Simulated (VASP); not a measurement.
SrCl2:

```xyz
3
Lattice="0.0000 3.4884 3.4884 3.4884 0.0000 3.4884 3.4884 3.4884 0.0000" Properties=species:S:1:pos:R:3 pbc="T T T"
Sr    0.0000    0.0000    0.0000
Cl    5.2325    5.2325    5.2325
Cl    1.7442    1.7442    1.7442
```

Base run:

```yaml
Program: VASP 6.6.1
Functional: BLYP
Potentials_or_basis: VASP PAW PBE potentials, release 64 (Sr_sv, Cl)
Cutoff: 520 eV
k_mesh: 4 × 4 × 4
Occupations: fermi-dirac, width 0.05 eV
Spin: no spin polarisation
```

Its results: band gap on the k mesh 5.38 eV, indirect (least direct gap 5.51 eV); pressure 2.7 GPa.

Task: The run is repeated on the same cell with these changes: functional from BLYP to PBE-based screened hybrid. What comes out?

Result: Band gap on the k mesh 6.10 eV, indirect (least direct gap 6.29 eV); pressure 0.8 GPa.

Caveats: the PAW data sets were made with another functional, which shifts forces and pressure a little.

A k mesh can miss the band edges.
